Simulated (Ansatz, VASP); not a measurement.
## PbF2: VASP beside Ansatz

```
Pb F
1.0
     0.00000    2.96366    2.96366
     2.96366    0.00000    2.96366
     2.96366    2.96366    0.00000
Pb F
1 2
Direct
  0.00000 0.00000 0.00000
  0.25000 0.25000 0.25000
  0.75000 0.75000 0.75000
```

Change from the starting cell: volume scaled by 1, PAW files.

Alike in both runs: task electric field gradients; functional PBE; k mesh 8 × 8 × 8; occupations fermi-dirac, width 0.03 eV; no spin polarisation.

```csv
,VASP,Ansatz
version,VASP 6.6.1,Ansatz 0.2.0
potentials or method,"VASP PAW PBE potentials, release 64 (Pb_d, F)","PAW with Ansatz's default frozen-core files, scalar-relativistic"
plane-wave cutoff (eV),520,420
valence electrons in the cell,28,28
```

|  | VASP | Ansatz | Ansatz less VASP |
| --- | --- | --- | --- |
| gap on the k mesh at the Fermi level (eV) | 4.42 | 4.42 | +0.003 |
| pressure (GPa) | 2.5 | 2.7 | +0.20 |

Spin-orbit coupling is off throughout.
